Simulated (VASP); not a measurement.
A run of VASP 6.6.1:

File INCAR:

```
SYSTEM = KI
PREC = Accurate
ENCUT = 520
EDIFF = 1E-6
ISMEAR = 0
SIGMA = 0.1
LREAL = .FALSE.
LASPH = .TRUE.
NELM = 100
ALGO = Normal
ISIF = 2
LWAVE = .FALSE.
LCHARG = .TRUE.
GGA = PE
LELF = .TRUE.
LVHAR = .TRUE.
NBANDS = 15
```

Contents of KPOINTS:

```
Automatic mesh
0
G
  4 4 4
  0 0 0
```

POSCAR

```
KI
1.0
    4.9130351755      0.0000000000      0.0000000000
    0.0000000000      4.9130351755      0.0000000000
    0.0000000000      0.0000000000      5.5531068569
K I
1 1
Direct
    0.0000000000      0.0000000000      0.5000000000
    0.5000000000      0.5000000000      0.5000000000
```

Potentials or basis: VASP PAW PBE potentials, release 64 (K_sv, I).

Command:

```sh
$ cat potpaw_PBE.64/K_sv/POTCAR potpaw_PBE.64/I/POTCAR > POTCAR
$ mpirun -np 1 vasp_std > vasp.out
```

Hardware: 1 thread of Intel(R) Xeon(R) Platinum 8559C (Emerald Rapids), with other jobs on the host.

Problem. Estimate the wall time of this run.

Solution. Run time: 20 s on 1 thread of Intel(R) Xeon(R) Platinum 8559C (Emerald Rapids), on a shared host, peak memory 0.25 GiB. Counts: scf iterations 13, k points 18.
